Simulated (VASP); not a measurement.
# Al2O3 (P6/mmm) in VASP: further runs

Al2O3 is run at these levels: PBE; tasks: single point.

Everything below comes from runs of VASP 6.6.1. Logs are shortened: lines on timing, memory, paths and dates and some standing lists are left out, and cuts for length are marked.

**1. The cell of the first run**

Symmetry: P6/mmm, No. 191, hexagonal system. The conventional cell has a = 3.904 Å, b = 3.904 Å, c = 4.047 Å, α = 90.00°, β = 90.00°, γ = 120.00°. Al (site symmetry -6m2) has 3 Al at 2.25 Å and 6 O at 2.32 Å within 3.0 Å. O (site symmetry mmm) has 4 O at 1.95 Å and 4 Al at 2.32 Å within 2.6 Å.

**2. Single point, PBE**

INCAR

```
SYSTEM = Al2O3
ALGO = Normal ; EDIFF = 1E-6
ENCUT = 520 ; GGA = PE
ISIF = 2 ; ISMEAR = 0
LASPH = .TRUE. ; LCHARG = .FALSE.
LREAL = .FALSE. ; LWAVE = .FALSE.
NBANDS = 20 ; NELM = 80
PREC = Accurate ; SIGMA = 0.1
```

KPOINTS

```
k-points
0
G
  6 6 4
  0 0 0
```

POSCAR

```
Al2O3
1.0
    3.9036815800      0.0000000000      0.0000000000
   -1.9518407900      3.3806874200      0.0000000000
    0.0000000000      0.0000000000      4.0472309200
Al O
2 3
Direct
    0.3333333300      0.6666666700      0.5000000000
    0.6666666700      0.3333333300      0.5000000000
    0.5000000000      0.0000000000      0.0000000000
    0.0000000000      0.5000000000      0.0000000000
    0.5000000000      0.5000000000      0.0000000000
```

Potentials or basis: VASP PAW PBE potentials, release 64 (Al, O).

Run with:

```sh
cat potpaw_PBE.64/Al/POTCAR potpaw_PBE.64/O/POTCAR > POTCAR
mpirun -np 1 vasp_std > vasp.out
```

OUTCAR:

```text
SYSTEM = Al2O3
   EDIFF = 1E-6
   ENCUT = 520
   GGA = PE
   ISIF = 2
   ISMEAR = 0
   LASPH = .TRUE.
   LREAL = .FALSE.
   NELM = 80
   PREC = Accurate

 ion  position               nearest neighbor table
   1  0.333  0.667  0.500-   2 2.25   2 2.25   2 2.25   4 2.32   4 2.32   3 2.32   3 2.32   5 2.32
                             5 2.32
   2  0.667  0.333  0.500-   1 2.25   1 2.25   1 2.25   4 2.32   4 2.32   3 2.32   3 2.32   5 2.32
                             5 2.32
   3  0.500  0.000  0.000-   4 1.95   5 1.95   5 1.95   4 1.95   1 2.32   2 2.32   1 2.32   2 2.32

   4  0.000  0.500  0.000-   5 1.95   5 1.95   3 1.95   3 1.95   1 2.32   2 2.32   1 2.32   2 2.32

   5  0.500  0.500  0.000-   4 1.95   4 1.95   3 1.95   3 1.95   1 2.32   2 2.32   1 2.32   2 2.32

  LATTYP: Found a hexagonal cell.
 ALAT       =     3.9036815800
 C/A-ratio  =     1.0367728097

  Lattice vectors:

 A1 = (   3.9036815800,   0.0000000000,   0.0000000000)
 A2 = (  -1.9518407900,   3.3806874200,   0.0000000000)
 A3 = (   0.0000000000,   0.0000000000,   4.0472309200)

Analysis of symmetry for initial positions (statically):
=====================================================================
 Subroutine PRICEL returns:
 Original cell was already a primitive cell.

 Routine SETGRP: Setting up the symmetry group for a
 hexagonal supercell.

 Subroutine GETGRP returns: Found 24 space group operations
 (whereof 24 operations were pure point group operations)
 out of a pool of 24 trial point group operations.

The static configuration has the point symmetry D_6h.

Analysis of symmetry for dynamics (positions and initial velocities):
=====================================================================
 Subroutine PRICEL returns:
 Original cell was already a primitive cell.

 Routine SETGRP: Setting up the symmetry group for a
 hexagonal supercell.

 Subroutine GETGRP returns: Found 24 space group operations
 (whereof 24 operations were pure point group operations)
 out of a pool of 24 trial point group operations.

The dynamic configuration has the point symmetry D_6h.

 Subroutine INISYM returns: Found 24 space group operations
 (whereof 24 operations are pure point group operations),
 and found     1 'primitive' translations

----------------------------------------------------------------------------------------

                                     Primitive cell

  volume of cell :      53.4118

  direct lattice vectors                    reciprocal lattice vectors
     3.903681580  0.000000000  0.000000000     0.256168435  0.147898915  0.000000000
    -1.951840790  3.380687420  0.000000000     0.000000000  0.295797829  0.000000000
     0.000000000  0.000000000  4.047230920     0.000000000  0.000000000  0.247082516

  length of vectors
     3.903681580  3.903681583  4.047230920     0.295797829  0.295797829  0.247082516

  position of ions in fractional coordinates (direct lattice)
     0.333333330  0.666666670  0.500000000
     0.666666670  0.333333330  0.500000000
     0.500000000  0.000000000  0.000000000
     0.000000000  0.500000000  0.000000000
     0.500000000  0.500000000  0.000000000

  ion indices of the primitive-cell ions
   primitive index   ion index
                 1           1
                 2           2
                 3           3
                 4           4
                 5           5

----------------------------------------------------------------------------------------

 KPOINTS: k-points

Automatic generation of k-mesh.
 Grid dimensions read from file:
 generate k-points for:    6    6    4

 Generating k-lattice:

  Cartesian coordinates                     Fractional coordinates (reciprocal lattice)
     0.042694739  0.024649819  0.000000000     0.166666667  0.000000000  0.000000000
     0.000000000  0.049299638  0.000000000     0.000000000  0.166666667  0.000000000
     0.000000000  0.000000000  0.061770629     0.000000000  0.000000000  0.250000000

  Length of vectors
     0.049299638  0.049299638  0.061770629

  Shift w.r.t. Gamma in fractional coordinates (k-lattice)
     0.000000000  0.000000000  0.000000000

 Subroutine IBZKPT returns following result:
 ===========================================

 Found     21 irreducible k-points:

 Following reciprocal coordinates:
            Coordinates               Weight
  0.000000  0.000000  0.000000      1.000000
  0.166667  0.000000  0.000000      6.000000
  0.333333  0.000000  0.000000      6.000000
  0.500000  0.000000  0.000000      3.000000
  0.166667  0.166667  0.000000      6.000000
  0.333333  0.166667  0.000000     12.000000
[... 13 lines left out ...]
  0.333333  0.166667  0.500000     12.000000
  0.333333  0.333333  0.500000      2.000000
   k-points           NKPTS =     21   k-points in BZ     NKDIM =     21   number of bands    NBANDS=     20
   number of dos      NEDOS =    301   number of ions     NIONS =      5
   total plane-waves  NPLWV =  27000
   dimension x,y,z NGX =    30 NGY =   30 NGZ =   30
   dimension x,y,z NGXF=    60 NGYF=   60 NGZF=   60
   ions per type =               2   3
   NGX,Y,Z   is equivalent  to a cutoff of  12.78, 12.78, 12.32 a.u.
   NGXF,Y,Z  is equivalent  to a cutoff of  25.55, 25.55, 24.65 a.u.
 SYSTEM =  Al2O3
   PREC   = accura    normal or accurate (medium, high low for compatibility)
   ISTART =      0    job   : 0-new  1-cont  2-samecut
   ICHARG =      2    charge: 1-file 2-atom 10-const
   ISPIN  =      1    spin polarized calculation?
   LNONCOLLINEAR =      F non collinear calculations
   LSORBIT =      F    spin-orbit coupling
   LASPH  =      T    aspherical Exc in radial PAW
   ENCUT  =  520.0 eV  38.22 Ry    6.18 a.u.   7.26  7.26  7.53*2*pi/ulx,y,z
   NELM   =     80;   NELMIN=  2; NELMDL= -5     # of ELM steps
   EDIFF  = 0.1E-05   stopping-criterion for ELM
   LREAL  =      F    real-space projection
   EDIFFG = 0.1E-04   stopping-criterion for IOM
   NSW    =      0    number of steps for IOM
   IBRION =     -1    ionic relax: 0-MD 1-quasi-New 2-CG
   NFREE  =      0    steps in history (QN), initial steepest desc. (CG)
   ISIF   =      2    stress and relaxation
   ISYM   =      2    0-nonsym 1-usesym 2-fastsym
   POTIM  = 0.5000    time-step for ionic-motion
   TEBEG  =    0.0;   TEEND  =   0.0 temperature during run
   PSTRESS=    0.0 pullay stress
   NELECT =      24.0000    total number of electrons
   NUPDOWN=      -1.0000    fix difference up-down
   EMIN   =  10.00;   EMAX   =-10.00  energy-range for DOS
   EFERMI =   0.00;   METHOD = LEGACY
   ISMEAR =     0;   SIGMA  =   0.10  broadening in eV -4-tet -1-fermi 0-gaus
   EFERMI_NEDOS =   21; number of points for ismear=-14 and -15
   IALGO  =     38    algorithm
   IMIX   =      4    mixing-type and parameters
     AMIX     =   0.40;   BMIX     =  1.00
     AMIX_MAG =   1.60;   BMIX_MAG =  1.00
  volume/ion in A,a.u.               =      10.68        72.09
  Fermi-wavevector in a.u.,A,eV,Ry     =   1.253909  2.369545 21.392283  1.572288
  Thomas-Fermi vector in A             =   2.387740
   LORBIT       =      0    0 simple, 1 ext, 2 COOP (PROOUT), +10 PAW based schemes
   GGA     = PE    functional components
   LHFCALC =     F    Hartree Fock is set to
   AEXX    =    0.0000 exact exchange contribution
   IVDW    =     0    specifies the selected vdW correction
   LEPSILON=     F    determine dielectric tensor
   LRPA    =     F    only Hartree local field effects (RPA)
 non-spin polarized calculation
 Gauss-broadening in eV      SIGMA  =   0.10
  energy-cutoff  :      520.00
  volume of cell :       53.41
 maximum number of plane-waves:      1461
 NGX is ok and might be reduce to    30
   NGX = 15   NGY = 15   NGZ = 15

 number of electron      23.9999974 magnetization

 Free energy of the ion-electron system (eV)
  ---------------------------------------------------
  ext. energy  EPLUGINS =         0.00000000
  ---------------------------------------------------
  free energy    TOTEN  =       -19.12986948 eV

  energy without entropy =      -19.12586194  energy(sigma->0) =      -19.12786571

 E-fermi :   6.2463     XC(G=0): -10.8006

 val. band max:        6.1273951264   @ k =   0.5000   0.0000   0.5000
 cond. band min:       6.3272546914   @ k =   0.3333   0.0000   0.2500
 fundamental gap:      0.1998595651
 Fermi energy:         6.2463322832

 k-point     1 :       0.0000    0.0000    0.0000
  band No.  band energies     occupation
      1     -15.5553      2.00000
      2     -10.1663      2.00000
      3     -10.1663      2.00000
      4      -2.9298      2.00000
      5      -1.5175      2.00000
      6      -0.5764      2.00000
[... 12 lines left out ...]
     19      14.8612      0.00000
     20      15.0006      0.00000

 k-point     2 :       0.1667    0.0000    0.0000
  band No.  band energies     occupation
      1     -15.3467      2.00000
      2     -10.7753      2.00000
      3     -10.2203      2.00000
      4      -2.1915      2.00000
      5      -1.3050      2.00000
      6      -0.2876      2.00000
[... 12 lines left out ...]
     19      15.3273      0.00000
     20      15.6035      0.00000

 k-point     3 :       0.3333    0.0000    0.0000
  band No.  band energies     occupation
      1     -14.7695      2.00000
      2     -11.9913      2.00000
      3     -10.3243      2.00000
      4      -1.0529      2.00000
      5      -0.7211      2.00000
      6       0.6218      2.00000
[... 12 lines left out ...]
     19      15.8809      0.00000
     20      16.8570      0.00000

 k-point     4 :       0.5000    0.0000    0.0000
  band No.  band energies     occupation
      1     -14.2433      2.00000
      2     -12.7852      2.00000
      3     -10.3746      2.00000
      4      -0.7784      2.00000
      5      -0.1909      2.00000
      6       1.1296      2.00000
[... 360 lines left out ...]
 k-point    20 :       0.3333    0.1667    0.5000
  band No.  band energies     occupation
      1     -14.1673      2.00000
      2     -12.6392      2.00000
      3     -10.4037      2.00000
      4      -2.5103      2.00000
      5      -0.6601      2.00000
      6      -0.0953      2.00000
[... 12 lines left out ...]
     19      14.6387      0.00000
     20      15.9808      0.00000

 k-point    21 :       0.3333    0.3333    0.5000
  band No.  band energies     occupation
      1     -13.4444      2.00000
      2     -13.4444      2.00000
      3     -10.4961      2.00000
      4      -1.5567      2.00000
      5      -1.5567      2.00000
      6       1.2284      2.00000
[... 12 lines left out ...]
     19      14.9657      0.00000
     20      14.9665      0.00000

------------------------ aborting loop because EDIFF is reached ----------------------------------------

  FORCE on cell =-STRESS in cart. coord.  units (eV):
  Direction    XX          YY          ZZ          XY          YZ          ZX
  --------------------------------------------------------------------------------------
  -------------------------------------------------------------------------------------
  Total       18.4823502     18.4823503     -7.9723637      0.0000000      0.0000000      0.0000000
  in kB      554.4091523    554.4091534   -239.1444446      0.0000000      0.0000000      0.0000000
  external PRESSURE =     289.8912870 kB  Pullay stress =       0.0000000 kB

 VOLUME and BASIS-vectors are now :
 -----------------------------------------------------------------------------
  energy-cutoff  :      520.00
  volume of cell :       53.41
      direct lattice vectors                 reciprocal lattice vectors
     3.903681580  0.000000000  0.000000000     0.256168435  0.147898915  0.000000000
    -1.951840790  3.380687420  0.000000000     0.000000000  0.295797829  0.000000000
     0.000000000  0.000000000  4.047230920     0.000000000  0.000000000  0.247082516

 POSITION                                       TOTAL-FORCE (eV/Angst)
 -----------------------------------------------------------------------------------
     -0.00000      2.25379      2.02362         0.000000     -0.000000      0.000000
      1.95184      1.12690      2.02362        -0.000000     -0.000000     -0.000000
      1.95184      0.00000      0.00000         0.000000      0.000000      0.000000
     -0.97592      1.69034      0.00000         0.000000      0.000000      0.000000
      0.97592      1.69034      0.00000        -0.000000      0.000000      0.000000
 -----------------------------------------------------------------------------------
    total drift:                                0.000000      0.000000      0.000000

  FREE ENERGIE OF THE ION-ELECTRON SYSTEM (eV)
  ---------------------------------------------------
  free  energy   TOTEN  =       -19.1298694768 eV

  energy  without entropy=      -19.1258619365  energy(sigma->0) =      -19.12786571
```

It took 8.9 s on 1 thread of Intel Xeon 6975P-C (Granite Rapids), shared host; peak memory 0.16 GiB.

Results:

| Property | Result |
| --- | --- |
| Free energy | -19.1299 eV |
| Pressure | 29.0 GPa |
| Band gap on the k mesh | zero (band 12 reaches 8.61 eV, above the bottom of band 13 at 4.34 eV) |

Caveat: the k points lie up to 0.39 Å⁻¹ apart.

**3. Single point, PBE**

This run uses another cell than the first one, of 11.19 Å³/atom, 1.048 times its volume.

INCAR

```
ALGO     = Normal         # electronic algorithm
EDIFF    = 1E-7           # SCF threshold, eV
ENCUT    = 520            # plane-wave cutoff, eV
GGA      = PE             # functional
ISIF     = 2              # what is computed and relaxed
ISMEAR   = 0              # smearing method
LASPH    = True           # aspherical terms in the spheres
LCHARG   = False          # write CHGCAR
LREAL    = False          # projectors in reciprocal space
LWAVE    = False          # write WAVECAR
NBANDS   = 20             # bands
NELM     = 60             # most SCF steps
PREC     = Accurate       # precision mode
SIGMA    = 0.1            # smearing width, eV
```

KPOINTS

```
k-points
0
Gamma
  6 6 4
```

POSCAR

```
Al2O3
1.0
    5.0555890303      0.0000000000      0.0000000000
   -2.5277945151      4.3782685313      0.0000000000
    0.0000000000      0.0000000000      2.5287867548
Al O
2 3
Direct
    0.3333333333      0.6666666667      0.5000000000
    0.6666666667      0.3333333333      0.5000000000
    0.5000000000      0.0000000000      0.0000000000
    0.0000000000      0.5000000000      0.0000000000
    0.5000000000      0.5000000000      0.0000000000
```

Potentials or basis: VASP PAW PBE potentials, release 64 (Al, O).

Run with:

```sh
cat potpaw_PBE.64/Al/POTCAR potpaw_PBE.64/O/POTCAR > POTCAR
mpirun -np 1 vasp_std > vasp.out
```

It took 9.8 s on 1 thread of Intel Xeon 6975P-C (Granite Rapids), shared host; peak memory 0.18 GiB.

The run converged. Its results:

| Property | Result |
| --- | --- |
| Free energy | -35.5764 eV |
| Pressure | 0.0 GPa |
| Band gap on the k mesh | 3.55 eV, indirect (least direct gap 4.18 eV) |

Levels at points of the mesh, in eV from the valence-band top:
| k point | band 9 | band 10 | band 11 | band 12 | band 13 | band 14 | band 15 | band 16 |
| --- | --- | --- | --- | --- | --- | --- | --- | --- |
| (0.00, 0.00, 0.00) | -1.67 | -1.34 | -1.34 | -0.63 | 3.55 | 6.96 | 8.86 | 8.86 |
| (0.50, 0.00, 0.00) | -1.87 | -1.62 | -1.35 | -1.18 | 5.89 | 6.27 | 9.06 | 9.56 |
| (0.00, 0.00, 0.50) | -3.75 | -0.92 | -0.92 | 0.00 | 5.00 | 7.08 | 7.08 | 9.06 |
| (0.50, 0.00, 0.50) | -2.86 | -2.29 | -1.67 | -0.42 | 6.02 | 7.42 | 8.67 | 9.00 |

Caveat: the k points lie up to 0.62 Å⁻¹ apart.

**4. Single point, PBE**

This run uses another cell than the first one, of 11.19 Å³/atom, 1.048 times its volume.

INCAR

```
  PREC = Accurate
  ENCUT = 520
  EDIFF = 1E-7
  ISMEAR = 0
  SIGMA = 0.1
  LREAL = False
  LASPH = True
  NELM = 100
  ALGO = Normal
  ISIF = 2
  LWAVE = False
  LCHARG = True
  GGA = PE
  LELF = True
  LVHAR = True
  NBANDS = 20
```

KPOINTS

```
regular mesh
0
Gamma
  6 6 6
```

POSCAR is that of step 3.

Run with:

```sh
cat potpaw_PBE.64/Al/POTCAR potpaw_PBE.64/O/POTCAR > POTCAR
mpirun -np 1 vasp_std > vasp.out
```

Wall time 12 s (1 thread of Intel Xeon 6975P-C (Granite Rapids), shared host); peak memory 0.18 GiB.

It converged, with:

- Free energy: -35.6149 eV
- Pressure: -0.1 GPa
- Band gap on the k mesh: 3.56 eV, indirect (least direct gap 4.19 eV)

Stress tensor (GPa, compression positive):
```
 0.03  0.00  0.00
 0.00  0.03  0.00
 0.00  0.00 -0.21
```

Levels at points of the mesh, in eV from the valence-band top:
```tsv
k point	band 10	band 11	band 12	band 13	band 14	band 15
(0.00, 0.00, 0.00)	-1.34	-1.34	-0.63	3.56	6.97	8.87
(0.50, 0.00, 0.00)	-1.62	-1.35	-1.18	5.90	6.28	9.06
(0.00, 0.00, 0.50)	-0.92	-0.92	0.00	5.01	7.10	7.10
(0.50, 0.00, 0.50)	-2.29	-1.67	-0.42	6.03	7.43	8.67
```

**5. Single point, PBE**

This run uses another cell than the first one, of 11.20 Å³/atom, 1.048 times its volume.

INCAR

```
PREC = Accurate
ENCUT = 520
EDIFF = 1E-7
ISMEAR = 0
SIGMA = 0.02
LREAL = F
LASPH = T
NELM = 100
ALGO = Normal
ISIF = 2
LWAVE = F
LCHARG = F
GGA = PE
NBANDS = 20
```

KPOINTS

```
regular mesh
0
Gamma
  6 6 10
```

POSCAR: that of step 4 with these lines changed.

```diff
@@ -2,5 +2,5 @@
 1.0
-    5.0555890303      0.0000000000      0.0000000000
-   -2.5277945151      4.3782685313      0.0000000000
-    0.0000000000      0.0000000000      2.5287867548
+    5.0567464295      0.0000000000      0.0000000000
+   -2.5283732147      4.3792708685      0.0000000000
+    0.0000000000      0.0000000000      2.5283978333
 Al O
```

Run with:

```sh
cat potpaw_PBE.64/Al/POTCAR potpaw_PBE.64/O/POTCAR > POTCAR
mpirun -np 1 vasp_std > vasp.out
```

Wall time 17 s (1 thread of Intel Xeon 6975P-C (Granite Rapids), shared host); peak memory 0.18 GiB.

Results (log left out):

- Free energy: -35.6175 eV
- Pressure: -0.1 GPa
- Band gap on the k mesh: 3.57 eV, indirect (least direct gap 4.19 eV)

Levels at points of the mesh, in eV from the valence-band top:
```csv
k point,band 9,band 10,band 11,band 12,band 13,band 14,band 15,band 16
"(0.00, 0.00, 0.00)",-1.67,-1.34,-1.34,-0.63,3.57,6.96,8.87,8.87
"(0.50, 0.00, 0.00)",-1.87,-1.62,-1.34,-1.18,5.90,6.28,9.07,9.57
"(0.00, 0.00, 0.50)",-3.75,-0.92,-0.92,0.00,5.02,7.10,7.10,9.06
"(0.50, 0.00, 0.50)",-2.86,-2.29,-1.67,-0.42,6.04,7.43,8.67,9.02
```

A k mesh can miss the band edges. Expect the measured gap to be larger: semilocal functionals such as PBE lack the derivative discontinuity.

**6. Summary**

```tsv
cell	k mesh	smearing	gap on the mesh (eV)	pressure (GPa)
a = 3.904, b = 3.904, c = 4.047 Å, angles 90.0, 90.0, 120.0°, 5 atoms	6 × 6 × 4	gaussian 0.1 eV	none	29.0
a = 5.056, b = 5.056, c = 2.529 Å, angles 90.0, 90.0, 120.0°, 5 atoms	6 × 6 × 4	gaussian 0.1 eV	3.55	0.0
a = 5.056, b = 5.056, c = 2.529 Å, angles 90.0, 90.0, 120.0°, 5 atoms	6 × 6 × 6	gaussian 0.1 eV	3.56	-0.1
a = 5.057, b = 5.057, c = 2.528 Å, angles 90.0, 90.0, 120.0°, 5 atoms	6 × 6 × 10	gaussian 0.02 eV	3.57	-0.1
```

Alike in all rows: task single point; level PBE; potentials or basis VASP PAW PBE potentials, release 64 (Al, O); no spin polarisation; cutoff (eV) 520.

Caveats: some runs use coarse meshes.

Absolute energies hang on the potentials; compare differences alone.
